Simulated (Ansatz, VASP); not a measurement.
**One calculation of S3N2O, two programs**

Contents of INCAR:

```
PREC = Accurate
ENCUT = 520
EDIFF = 1E-6
ISMEAR = 0
SIGMA = 0.1
LREAL = False
LASPH = True
NELM = 100
ALGO = Normal
ISIF = 2
LWAVE = False
LCHARG = False
GGA = PE
NBANDS = 26
```

File KPOINTS:

```
regular mesh
0
Gamma
  6 6 6
```

Contents of POSCAR:

```
S3N2O
1.0
    5.8886134092      0.0000000000      0.0000000000
   -2.9443067046      5.0996888053      0.0000000000
    0.0000000000      0.0000000000      3.6847734030
S N O
3 2 1
Direct
    0.5000000000      0.0000000000      0.5000000000
    0.5000000000      0.5000000000      0.5000000000
    0.0000000000      0.5000000000      0.5000000000
    0.3333333333      0.6666666667      0.0000000000
    0.6666666667      0.3333333333      0.0000000000
    0.0000000000      0.0000000000      0.0000000000
```

Input for Ansatz:

```yaml
crystal:
  lattice:
    - [5.8886134092, 0.0, 0.0]
    - [-2.9443067046, 5.0996888053, 0.0]
    - [0.0, 0.0, 3.684773403]
  atoms:
    - { symbol: S, position: [0.5, 0.0, 0.5] }
    - { symbol: S, position: [0.5, 0.5, 0.5] }
    - { symbol: S, position: [0.0, 0.5, 0.5] }
    - { symbol: "N", position: [0.3333333333, 0.6666666667, 0.0] }
    - { symbol: "N", position: [0.6666666667, 0.3333333333, 0.0] }
    - { symbol: O, position: [0.0, 0.0, 0.0] }
basis:
  ecutwfc: 420
kpoints:
  mp_grid: { grid: [6, 6, 6] }
hamiltonian:
  xc: pbe
scf:
  occupations: { method: gaussian, width: 0.1 }
  lower_state_search: "off"
output:
  forces: true
  stress: true
  eigenvalues: true
```

Alike in both runs: task single point; functional PBE; k mesh 6 × 6 × 6; occupations gaussian, width 0.1 eV; no spin polarisation.

```csv
,VASP,Ansatz
version,VASP 6.6.1,Ansatz 0.2.0
potentials or method,"VASP PAW PBE potentials, release 64 (S, N, O), cutoff 520 eV","scalar-relativistic, plane waves, PAW"
valence electrons in the cell,34,34
```

Ansatz gave:

| Quantity | Value |
| --- | --- |
| gap on the k mesh at the Fermi level (eV) | none |
| pressure (GPa) | -17.7 |
| traceless stress, the component that is largest in VASP (GPa) | -8.59 |

Q: Estimate VASP's values.

A: gap on the k mesh at the Fermi level (eV): none; pressure (GPa): -17.8; traceless stress, the component that is largest in VASP (GPa): -8.58.

A gap of «none» marks a metal or a gap that the smearing closes. With one functional, cell and mesh, what is left measures potentials, basis and numerics.
